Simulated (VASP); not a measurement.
# HgTe (Fm-3m) in VASP: settings compared, part 2 of 2

VASP 6.6.1.

### 4 Single point, PBE

This run uses another cell than the first one, of 28.98 Å³/atom, 1.103 times its volume.

Input file INCAR:

```
SYSTEM = HgTe
PREC     = Accurate       ! precision mode
ENCUT    = 520            ! plane-wave cutoff, eV
EDIFF    = 1E-6           ! SCF threshold, eV
ISMEAR   = -1             ! smearing method
SIGMA    = 0.1            ! smearing width, eV
LREAL    = .False.        ! projectors in reciprocal space
LASPH    = .True.         ! aspherical terms in the spheres
NELM     = 60             ! most SCF steps
ALGO     = Normal         ! electronic algorithm
ISIF     = 2              ! what is computed and relaxed
LWAVE    = .False.        ! write WAVECAR
LCHARG   = .False.        ! write CHGCAR
GGA      = PE             ! functional
NBANDS   = 16             ! bands
```

Input file KPOINTS:

```
regular mesh
0
Gamma
  9 9 9
  0 0 0
```

Input file POSCAR:

```
HgTe
1.0
    0.0000000000      3.0716403570      3.0716403570
    3.0716403570      0.0000000000      3.0716403570
    3.0716403570      3.0716403570      0.0000000000
Hg Te
1 1
Direct
    0.0000000000      0.0000000000      0.0000000000
    0.5000000000      0.5000000000      0.5000000000
```

Potentials or basis: VASP PAW PBE potentials, release 64 (Hg, Te).

The run is started by

```
> cat potpaw_PBE.64/Hg/POTCAR potpaw_PBE.64/Te/POTCAR > POTCAR
> mpirun -np 1 vasp_std > vasp.out
```

OUTCAR:

```text
SYSTEM = HgTe
   PREC = Accurate
   ENCUT = 520
   EDIFF = 1E-6
   ISMEAR = -1
   LREAL = .False.
   LASPH = .True.
   NELM = 60
   ISIF = 2
   GGA = PE

 ion  position               nearest neighbor table
   1  0.000  0.000  0.000-   2 3.07   2 3.07   2 3.07   2 3.07   2 3.07   2 3.07
   2  0.500  0.500  0.500-   1 3.07   1 3.07   1 3.07   1 3.07   1 3.07   1 3.07

  LATTYP: Found a face centered cubic cell.
 ALAT       =     6.1432807140

  Lattice vectors:

 A1 = (   0.0000000000,   3.0716403570,   3.0716403570)
 A2 = (   3.0716403570,   0.0000000000,   3.0716403570)
 A3 = (   3.0716403570,   3.0716403570,   0.0000000000)

Analysis of symmetry for initial positions (statically):
=====================================================================
 Subroutine PRICEL returns:
 Original cell was already a primitive cell.

 Routine SETGRP: Setting up the symmetry group for a
 face centered cubic supercell.

 Subroutine GETGRP returns: Found 48 space group operations
 (whereof 48 operations were pure point group operations)
 out of a pool of 48 trial point group operations.

The static configuration has the point symmetry O_h .
[... 159 lines left out ...]

 E-fermi :   4.1595     XC(G=0):  -9.7718

 val. band max:        4.1337841786   @ k =   0.3333   0.0000   0.0000
 cond. band min:       4.1655007071   @ k =  -0.4444   0.1111   0.0000
 fundamental gap:      0.0317165285
 Fermi energy:         4.1594654805

 k-point     1 :       0.0000    0.0000    0.0000
  band No.  band energies     occupation
      1      -7.7296      2.00000
      2      -2.4667      2.00000
      3      -2.4667      2.00000
      4      -2.4092      2.00000
      5      -2.4092      2.00000
      6      -2.4092      2.00000
[... 433 lines left out ...]
      3      -2.3780      2.00000
      4      -2.1924      2.00000
      5      -2.1924      2.00000
      6      -1.8462      2.00000
[... 8 lines left out ...]
     15      16.5942      0.00000
     16      17.0215      0.00000

 [... further k-points ...]

------------------------ aborting loop because EDIFF is reached ----------------------------------------

  FORCE on cell =-STRESS in cart. coord.  units (eV):
  Direction    XX          YY          ZZ          XY          YZ          ZX
  --------------------------------------------------------------------------------------
  -------------------------------------------------------------------------------------
  Total        0.0326978      0.0326978      0.0326978      0.0000000     -0.0000000     -0.0000000
  in kB        0.9038339      0.9038339      0.9038339      0.0000000     -0.0000000     -0.0000000
  external PRESSURE =       0.9038339 kB  Pullay stress =       0.0000000 kB

 VOLUME and BASIS-vectors are now :
 -----------------------------------------------------------------------------
  energy-cutoff  :      520.00
  volume of cell :       57.96
      direct lattice vectors                 reciprocal lattice vectors
     0.000000000  3.071640357  3.071640357    -0.162779473  0.162779473  0.162779473
     3.071640357  0.000000000  3.071640357     0.162779473 -0.162779473  0.162779473
     3.071640357  3.071640357  0.000000000     0.162779473  0.162779473 -0.162779473

 POSITION                                       TOTAL-FORCE (eV/Angst)
 -----------------------------------------------------------------------------------
      0.00000      0.00000      0.00000         0.000000      0.000000      0.000000
      3.07164      3.07164      3.07164         0.000000      0.000000      0.000000
 -----------------------------------------------------------------------------------
    total drift:                                0.000000     -0.000000     -0.000000

  FREE ENERGIE OF THE ION-ELECTRON SYSTEM (eV)
  ---------------------------------------------------
  free  energy   TOTEN  =        -3.3741050874 eV

  energy  without entropy=       -3.3432025178  energy(sigma->0) =       -3.35865380
```

OSZICAR:

```text
N       E                     dE             d eps       ncg     rms          rms(c)
DAV:   1     0.103774719242E+03    0.10377E+03   -0.80803E+03  1120   0.988E+02
DAV:   2    -0.127280881138E+00   -0.10390E+03   -0.96459E+02  1312   0.230E+02
DAV:   3    -0.354534971784E+01   -0.34181E+01   -0.34070E+01  1328   0.429E+01
DAV:   4    -0.357062246508E+01   -0.25273E-01   -0.25271E-01  1544   0.346E+00
DAV:   5    -0.357093291635E+01   -0.31045E-03   -0.31045E-03  1432   0.306E-01    0.679E+00
DAV:   6    -0.337834939338E+01    0.19258E+00   -0.39366E-01  1344   0.786E+00    0.540E+00
DAV:   7    -0.337461677662E+01    0.37326E-02   -0.62098E-02  1256   0.170E+00    0.207E+00
DAV:   8    -0.337408892881E+01    0.52785E-03   -0.52733E-03  1296   0.804E-01    0.431E-01
DAV:   9    -0.337408137576E+01    0.75530E-05   -0.48717E-04  1432   0.220E-01    0.520E-02
DAV:  10    -0.337409883992E+01   -0.17464E-04   -0.50413E-05  1368   0.594E-02    0.340E-02
DAV:  11    -0.337410524305E+01   -0.64031E-05   -0.94886E-06  1416   0.211E-02    0.137E-02
DAV:  12    -0.337410508735E+01    0.15570E-06   -0.99222E-07   904   0.670E-03
   1 F= -.33741051E+01 E0= -.33586538E+01  d E =-.309026E-01
```

stdout:

```text
POSCAR found type information on POSCAR HgTe
 POSCAR found :  2 types and       2 ions
 scaLAPACK will be used
 LDA part: xc-table for (Slater+PW92), standard interpolation
 POSCAR, INCAR and KPOINTS ok, starting setup
 FFT: planning ... GRIDC
 FFT: planning ... GRID_SOFT
 FFT: planning ... GRID
 WAVECAR not read
 entering main loop
```

Run time: 9.4 s. Hardware: 1 thread of Intel Xeon 6975P-C (Granite Rapids), shared host; peak memory 0.19 GiB.

Results:

- Free energy: -3.3741 eV
- Pressure: 0.1 GPa
- Band gap on the k mesh: zero (band 9 reaches 4.40 eV, above the bottom of band 10 at 2.02 eV)

Caveat: spin-orbit coupling is left out, which moves the levels of the heavy elements.

### 5 The runs side by side

```csv
level,potentials or basis,cell,gap on the mesh (eV),pressure (GPa)
LDA,"VASP PAW LDA potentials, release 64 (Hg, Te)","a = 4.204 Å, angles 60.0°, 2 atoms",none,0.4
PBEsol,"VASP PAW PBE potentials, release 64 (Hg, Te)","a = 4.247 Å, angles 60.0°, 2 atoms",none,0.2
PBE,"VASP PAW PBE potentials, release 64 (Hg, Te)","a = 4.344 Å, angles 60.0°, 2 atoms",none,0.1
```

Alike in all rows: task single point; no spin polarisation; k mesh 9 × 9 × 9; cutoff (eV) 520; smearing fermi-dirac 0.1 eV.

Caveats: spin-orbit coupling is left out, which moves the levels of the heavy elements; the PAW data sets were made with another functional, which shifts forces and pressure a little (some runs).

Absolute energies hang on the potentials; compare differences alone.
